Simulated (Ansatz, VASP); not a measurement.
# WSe2: VASP beside Ansatz

```xyz
6
Lattice="3.4266 0.0000 0.0000 -1.7133 2.9675 0.0000 0.0000 0.0000 13.3685" Properties=species:S:1:pos:R:3 pbc="T T T"
W     1.7133    0.9892    3.3421
W     0.0000    1.9783   10.0264
Se    0.0000    1.9783    4.9807
Se    1.7133    0.9892   11.6650
Se    0.0000    1.9783    1.7035
Se    1.7133    0.9892    8.3878
```

Change from the starting cell: equal strain along all axes, cell held, atoms relaxed: +4.5 %.

Alike in both runs: functional PBE; dispersion D3(BJ); k mesh 12 × 12 × 2; occupations gaussian, width 0.02 eV; no spin polarisation.

Ansatz relaxed the structure, and its values are those at the end. VASP's run is a single point on that final structure, the one shown.

|  | VASP | Ansatz |
| --- | --- | --- |
| version | VASP 6.6.1 | Ansatz 0.2.0 |
| potentials or method | VASP PAW PBE potentials, release 64 (W_sv, Se), cutoff 520 eV | scalar-relativistic, plane waves, PAW |
| valence electrons in the cell | 52 | 92 |

```csv
,VASP,Ansatz,Ansatz less VASP
gap on the k mesh at the Fermi level (eV),0.74,0.74,+0.007
least direct gap on the mesh (eV),1.14,1.15,+0.003
pressure (GPa),-6.3,-6.5,-0.24
rms of the force components (eV/Å),0.018,0.000,-0.0184
```

VASP's potentials hold 52 valence electrons a cell and Ansatz's 92, so a difference there can come from the potentials and not from the codes. Ansatz's warnings: stress scf threshold loose.

Spin-orbit coupling is off throughout.
